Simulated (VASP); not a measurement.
# Al2Pt (Fm-3m) in VASP: notebook, part 3 of 3

VASP 6.6.1. Earlier steps stand in the parts before.

**5. Single point, PBEsol**

This run uses another cell than the first one, of 17.09 Å³/atom, 0.993 times its volume.

INCAR reads:

```
PREC = Accurate
ENCUT = 520
EDIFF = 1E-7
ISMEAR = -1
SIGMA = 0.05
LREAL = False
LASPH = True
NELM = 100
ALGO = Normal
ISIF = 2
LWAVE = False
LCHARG = True
GGA = PS
LELF = True
LVHAR = True
NBANDS = 15
```

KPOINTS reads:

```
Automatic mesh
0
Gamma
  8 8 8
```

POSCAR reads:

```
Al2Pt
1.0
    0.0000000000      2.9483582061      2.9483582061
    2.9483582061      0.0000000000      2.9483582061
    2.9483582061      2.9483582061      0.0000000000
Pt Al
1 2
Direct
    0.0000000000      0.0000000000      0.0000000000
    0.7500000000      0.7500000000      0.7500000000
    0.2500000000      0.2500000000      0.2500000000
```

Potentials or basis: VASP PAW PBE potentials, release 64 (Pt, Al).

Run with:

```console
$ cat potpaw_PBE.64/Pt/POTCAR potpaw_PBE.64/Al/POTCAR > POTCAR
$ mpirun -np 1 vasp_std > vasp.out
```

OUTCAR:

```text
PREC = Accurate
   ENCUT = 520
   EDIFF = 1E-7
   ISMEAR = -1
   LREAL = False
   LASPH = True
   NELM = 100
   ISIF = 2
   GGA = PS

 ion  position               nearest neighbor table
   1  0.000  0.000  0.000-   2 2.55   2 2.55   2 2.55   2 2.55   3 2.55   3 2.55   3 2.55   3 2.55

   2  0.750  0.750  0.750-   1 2.55   1 2.55   1 2.55   1 2.55   3 2.95   3 2.95   3 2.95   3 2.95
                             3 2.95   3 2.95
   3  0.250  0.250  0.250-   1 2.55   1 2.55   1 2.55   1 2.55   2 2.95   2 2.95   2 2.95   2 2.95
                             2 2.95   2 2.95

  LATTYP: Found a face centered cubic cell.
 ALAT       =     5.8967164122

  Lattice vectors:

 A1 = (   0.0000000000,   2.9483582061,   2.9483582061)
 A2 = (   2.9483582061,   0.0000000000,   2.9483582061)
 A3 = (   2.9483582061,   2.9483582061,   0.0000000000)

Analysis of symmetry for initial positions (statically):
=====================================================================
 Subroutine PRICEL returns:
 Original cell was already a primitive cell.

 Routine SETGRP: Setting up the symmetry group for a
 face centered cubic supercell.

 Subroutine GETGRP returns: Found 48 space group operations
 (whereof 48 operations were pure point group operations)
 out of a pool of 48 trial point group operations.

The static configuration has the point symmetry O_h .

Analysis of symmetry for dynamics (positions and initial velocities):
=====================================================================
 Subroutine PRICEL returns:
 Original cell was already a primitive cell.

 Routine SETGRP: Setting up the symmetry group for a
 face centered cubic supercell.

 Subroutine GETGRP returns: Found 48 space group operations
 (whereof 48 operations were pure point group operations)
 out of a pool of 48 trial point group operations.

The dynamic configuration has the point symmetry O_h .

 Subroutine INISYM returns: Found 48 space group operations
 (whereof 48 operations are pure point group operations),
 and found     1 'primitive' translations

----------------------------------------------------------------------------------------

                                     Primitive cell

  volume of cell :      51.2591

  direct lattice vectors                    reciprocal lattice vectors
     0.000000000  2.948358206  2.948358206    -0.169585907  0.169585907  0.169585907
     2.948358206  0.000000000  2.948358206     0.169585907 -0.169585907  0.169585907
     2.948358206  2.948358206  0.000000000     0.169585907  0.169585907 -0.169585907

  length of vectors
     4.169608162  4.169608162  4.169608162     0.293731407  0.293731407  0.293731407

  position of ions in fractional coordinates (direct lattice)
     0.000000000  0.000000000  0.000000000
     0.750000000  0.750000000  0.750000000
     0.250000000  0.250000000  0.250000000

  ion indices of the primitive-cell ions
   primitive index   ion index
                 1           1
                 2           2
                 3           3

----------------------------------------------------------------------------------------

 KPOINTS: Automatic mesh

Automatic generation of k-mesh.
 Grid dimensions read from file:
[... 26 lines left out ...]
  0.500000  0.000000  0.000000      4.000000
  0.125000  0.125000  0.000000      6.000000
[... 16 lines left out ...]
  0.500000  0.250000  0.125000     48.000000
 -0.375000  0.250000  0.125000     24.000000
 [... further k-points ...]
   k-points           NKPTS =     29   k-points in BZ     NKDIM =     29   number of bands    NBANDS=     15
   number of dos      NEDOS =    301   number of ions     NIONS =      3
   total plane-waves  NPLWV =  32768
   dimension x,y,z NGX =    32 NGY =   32 NGZ =   32
   dimension x,y,z NGXF=    64 NGYF=   64 NGZF=   64
   ions per type =               1   2
   NGX,Y,Z   is equivalent  to a cutoff of  12.76, 12.76, 12.76 a.u.
   NGXF,Y,Z  is equivalent  to a cutoff of  25.52, 25.52, 25.52 a.u.
 SYSTEM =  unknown system
   PREC   = accura    normal or accurate (medium, high low for compatibility)
   ISTART =      0    job   : 0-new  1-cont  2-samecut
   ICHARG =      2    charge: 1-file 2-atom 10-const
   ISPIN  =      1    spin polarized calculation?
   LNONCOLLINEAR =      F non collinear calculations
   LSORBIT =      F    spin-orbit coupling
   LASPH  =      T    aspherical Exc in radial PAW
   ENCUT  =  520.0 eV  38.22 Ry    6.18 a.u.   7.75  7.75  7.75*2*pi/ulx,y,z
   NELM   =    100;   NELMIN=  2; NELMDL= -5     # of ELM steps
   EDIFF  = 0.1E-06   stopping-criterion for ELM
   LREAL  =      F    real-space projection
   EDIFFG = 0.1E-05   stopping-criterion for IOM
   NSW    =      0    number of steps for IOM
   IBRION =     -1    ionic relax: 0-MD 1-quasi-New 2-CG
   NFREE  =      0    steps in history (QN), initial steepest desc. (CG)
   ISIF   =      2    stress and relaxation
   ISYM   =      2    0-nonsym 1-usesym 2-fastsym
   POTIM  = 0.5000    time-step for ionic-motion
   TEBEG  =    0.0;   TEEND  =   0.0 temperature during run
   PSTRESS=    0.0 pullay stress
   NELECT =      16.0000    total number of electrons
   NUPDOWN=      -1.0000    fix difference up-down
   EMIN   =  10.00;   EMAX   =-10.00  energy-range for DOS
   EFERMI =   0.00;   METHOD = LEGACY
   ISMEAR =    -1;   SIGMA  =   0.05  broadening in eV -4-tet -1-fermi 0-gaus
   EFERMI_NEDOS =   21; number of points for ismear=-14 and -15
   IALGO  =     38    algorithm
   IMIX   =      4    mixing-type and parameters
     AMIX     =   0.40;   BMIX     =  1.00
     AMIX_MAG =   1.60;   BMIX_MAG =  1.00
  volume/ion in A,a.u.               =      17.09       115.30
  Fermi-wavevector in a.u.,A,eV,Ry     =   1.110515  2.098570 16.779309  1.233244
  Thomas-Fermi vector in A             =   2.247068
   LORBIT       =      0    0 simple, 1 ext, 2 COOP (PROOUT), +10 PAW based schemes
   GGA     = PS    functional components
   LHFCALC =     F    Hartree Fock is set to
   AEXX    =    0.0000 exact exchange contribution
   IVDW    =     0    specifies the selected vdW correction
   LEPSILON=     F    determine dielectric tensor
   LRPA    =     F    only Hartree local field effects (RPA)
 non-spin polarized calculation
  energy-cutoff  :      520.00
  volume of cell :       51.26
 maximum number of plane-waves:      1411
   NGX = 15   NGY = 15   NGZ = 15

 number of electron      16.0000000 magnetization

 Free energy of the ion-electron system (eV)
  ---------------------------------------------------
  ext. energy  EPLUGINS =         0.00000000
  ---------------------------------------------------
  free energy    TOTEN  =       -17.75625547 eV

  energy without entropy =      -17.74391807  energy(sigma->0) =      -17.75008677

 E-fermi :   7.8356     XC(G=0): -10.8423

 val. band max:        7.7670357035   @ k =   0.3750   0.2500   0.0000
 cond. band min:       7.8680447792   @ k =  -0.3750   0.1250   0.0000
 fundamental gap:      0.1010090757
 Fermi energy:         7.8355661783

 k-point     1 :       0.0000    0.0000    0.0000
  band No.  band energies     occupation
      1      -2.4150      2.00000
      2       2.7780      2.00000
      3       2.7780      2.00000
      4       2.7780      2.00000
      5       4.1440      2.00000
      6       4.1440      2.00000
      7      10.9080      0.00000
      8      11.6682      0.00000
      9      11.6682      0.00000
     10      11.6682      0.00000
     11      13.3346      0.00000
     12      13.3346      0.00000
     13      13.3346      0.00000
     14      14.2215      0.00000
[... 401 lines left out ...]
      2       1.7701      2.00000
      3       2.9325      2.00000
      4       3.4325      2.00000
      5       3.6853      2.00000
      6       4.3454      2.00000
      7       4.6125      2.00000
      8       6.8917      2.00000
      9       7.9900      0.08712
     10      11.7262      0.00000
     11      13.1101      0.00000
     12      14.7383      0.00000
     13      15.1551      0.00000
     14      16.2685      0.00000
     15      16.8563      0.00000

 [... further k-points ...]
[... 5 lines left out ...]
  --------------------------------------------------------------------------------------
  -------------------------------------------------------------------------------------
  Total       -0.0203249     -0.0203249     -0.0203249      0.0000000      0.0000000     -0.0000000
  in kB       -0.6352854     -0.6352854     -0.6352854      0.0000000      0.0000000     -0.0000000
  external PRESSURE =      -0.6352854 kB  Pullay stress =       0.0000000 kB

 VOLUME and BASIS-vectors are now :
 -----------------------------------------------------------------------------
  energy-cutoff  :      520.00
  volume of cell :       51.26
      direct lattice vectors                 reciprocal lattice vectors
     0.000000000  2.948358206  2.948358206    -0.169585907  0.169585907  0.169585907
     2.948358206  0.000000000  2.948358206     0.169585907 -0.169585907  0.169585907
     2.948358206  2.948358206  0.000000000     0.169585907  0.169585907 -0.169585907

 POSITION                                       TOTAL-FORCE (eV/Angst)
 -----------------------------------------------------------------------------------
      0.00000      0.00000      0.00000         0.000000     -0.000000      0.000000
      4.42254      4.42254      4.42254         0.000000      0.000000      0.000000
      1.47418      1.47418      1.47418        -0.000000     -0.000000     -0.000000
 -----------------------------------------------------------------------------------
    total drift:                                0.000000     -0.000000      0.000000

  FREE ENERGIE OF THE ION-ELECTRON SYSTEM (eV)
  ---------------------------------------------------
  free  energy   TOTEN  =       -17.7562554738 eV

  energy  without entropy=      -17.7439180736  energy(sigma->0) =      -17.75008677
```

stdout:

```text
POSCAR found type information on POSCAR PtAl
 POSCAR found :  2 types and       3 ions
 scaLAPACK will be used
 -----------------------------------------------------------------------------
|                                                                             |
|                                                                             |
|     You enforced a specific xc type in the INCAR file but a different       |
|     I HOPE YOU KNOW WHAT YOU ARE DOING!                                     |
|                                                                             |
 -----------------------------------------------------------------------------

 LDA part: xc-table for (Slater+PW92), standard interpolation
 POSCAR, INCAR and KPOINTS ok, starting setup
 FFT: planning ... GRIDC
 FFT: planning ... GRID_SOFT
 FFT: planning ... GRID
 WAVECAR not read
 entering main loop
```

It took 29 s on 1 thread of Intel Xeon 6975P-C, shared host; peak memory 0.18 GiB.

Results:

```yaml
Free_energy: -17.7563 eV
Pressure: -0.1 GPa
Band_gap_on_the_k_mesh: zero (band 8 reaches 11.67 eV, above the bottom of band 9 at 6.25 eV)
```

Caveat: the PAW data sets were made with another functional, which shifts forces and pressure a little; spin-orbit coupling is left out, which moves the levels of the heavy elements.

**6. Overview**

```csv
level,cell,gap on the mesh (eV),pressure (GPa)
r2SCAN,"a = 4.179 Å, angles 60.0°, 3 atoms",none,-0.7
PBEsol+D3(BJ),"a = 4.132 Å, angles 60.0°, 3 atoms",none,-0.1
PBEsol+D3(BJ),"a = 4.138 Å, angles 60.0°, 3 atoms",none,-0.7
PBEsol,"a = 4.170 Å, angles 60.0°, 3 atoms",none,-0.1
```

Alike in all rows: task single point; potentials or basis VASP PAW PBE potentials, release 64 (Pt, Al); no spin polarisation; k mesh 8 × 8 × 8; cutoff (eV) 520; smearing fermi-dirac 0.05 eV.

Caveats: the PAW data sets were made with another functional, which shifts forces and pressure a little; spin-orbit coupling is left out, which moves the levels of the heavy elements; pairwise dispersion overbinds metals, which lowers pressure and volume (some runs); three body term missing (some runs).

Absolute energies hang on the potentials; compare differences alone.
